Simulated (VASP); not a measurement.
**CdS: single point with PBE**

Crystal: CdS.

```
Cd S
1.0
     3.52892    0.00000    0.00000
     0.00000    5.54365    0.00000
     0.00000    0.00000    7.38875
Cd S
2 2
Direct
  0.50000 0.00000 0.17986
  0.50000 0.00000 0.82014
  0.50000 0.80559 0.50000
  0.50000 0.19441 0.50000
```

The cell was generated, and may not be a known phase.

```yaml
Program: VASP 6.6.1
Task: single point
Functional: PBE
Potentials_or_basis: VASP PAW PBE potentials, release 64 (Cd, S)
Cutoff: 520 eV
k_mesh: 6 × 4 × 4
Occupations: gaussian, width 0.1 eV
Spin: no spin polarisation
```

```yaml
Pressure: 0.2 GPa
Largest_force: 0.044 eV/Å
Band_gap_on_the_k_mesh: zero (bands 18 and 19 overlap by 0.95 eV)
```

Forces in eV/Å, atoms in the order of the input:
```
Cd   0.000  0.000 -0.008
Cd   0.000  0.000  0.008
S    0.000  0.044  0.000
S    0.000 -0.044  0.000
```

Stress tensor (GPa, compression positive):
```
0.00 0.00 0.00
0.00 0.11 0.00
0.00 0.00 0.41
```

Levels at points of the mesh, in eV from the Fermi level:
```tsv
k point	band 16	band 17	band 18	band 19	band 20	band 21
(0.00, 0.00, 0.00)	-2.01	-1.54	0.57	1.99	2.03	3.25
(0.50, 0.00, 0.00)	-2.22	-1.44	-1.10	0.42	1.61	3.46
(0.00, 0.50, 0.00)	-2.02	-1.91	0.32	0.65	0.87	2.18
(0.50, 0.50, 0.00)	-2.07	-1.95	-1.47	0.59	1.38	1.80
(0.00, 0.00, 0.50)	-1.98	-1.85	-1.07	0.57	3.28	3.43
(0.50, 0.00, 0.50)	-1.44	-1.34	-1.32	-0.36	1.20	3.01
(0.00, 0.50, 0.50)	-2.40	-1.88	-0.90	0.32	0.87	1.96
(0.50, 0.50, 0.50)	-1.95	-1.72	-1.22	-0.19	1.38	1.40
```

It took 60 s on 1 thread of AMD EPYC 9R45 96-Core Processor (Zen 5), on a shared host, peak memory 0.27 GiB.
